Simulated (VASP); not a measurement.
Here is a VASP 6.6.1 calculation.

File INCAR:

```
SYSTEM = ZnWBr6
ALGO = Normal
EDIFF = 1E-7
ENCUT = 520
GGA = PE
ISIF = 2
ISMEAR = 0
ISPIN = 2
LASPH = .TRUE.
LCHARG = .TRUE.
LELF = .TRUE.
LMAXMIX = 4
LORBIT = 11
LREAL = .FALSE.
LVHAR = .TRUE.
LWAVE = .FALSE.
MAGMOM = 0.03 1.29 0.01 0.01 0.01 0.01 0.01 0.01
NBANDS = 48
NELM = 150
PREC = Accurate
SIGMA = 0.1
```

KPOINTS

```
k-points
0
G
  4 4 4
  0 0 0
```

Contents of POSCAR:

```
ZnWBr6
1.0
    0.0000000000      5.2084952628      5.2084952628
    5.2084952628      0.0000000000      5.2084952628
    5.2084952628      5.2084952628      0.0000000000
Zn W Br
1 1 6
Direct
    0.5000000000      0.5000000000      0.5000000000
    0.0000000000      0.0000000000      0.0000000000
    0.2440537048      0.2440537048      0.7559462952
    0.7559462952      0.7559462952      0.2440537048
    0.2440537048      0.7559462952      0.7559462952
    0.2440537048      0.7559462952      0.2440537048
    0.7559462952      0.2440537048      0.2440537048
    0.7559462952      0.2440537048      0.7559462952
```

Potentials or basis: VASP PAW PBE potentials, release 64 (Zn, W_sv, Br).

Run with:

```sh
$ cat potpaw_PBE.64/Zn/POTCAR potpaw_PBE.64/W_sv/POTCAR potpaw_PBE.64/Br/POTCAR > POTCAR
$ mpirun -np 1 vasp_std > vasp.out
```

Problem. Estimate the site moments.

Solution. Zn +0.03; W +1.39; Br +0.01 μB.

Problem. What does it give for the largest force?

Solution. 0.008 eV/Å.

Problem. What does it give for the net moment?

Solution. 1.88 μB per cell.

Forces on the atoms (eV/Å):
```
Zn   0.000  0.000  0.000
W    0.000  0.000  0.000
Br   0.000  0.000  0.008
Br   0.000  0.000 -0.008
Br  -0.008  0.000  0.000
Br   0.000  0.008  0.000
Br   0.008  0.000  0.000
Br   0.000 -0.008  0.000
```
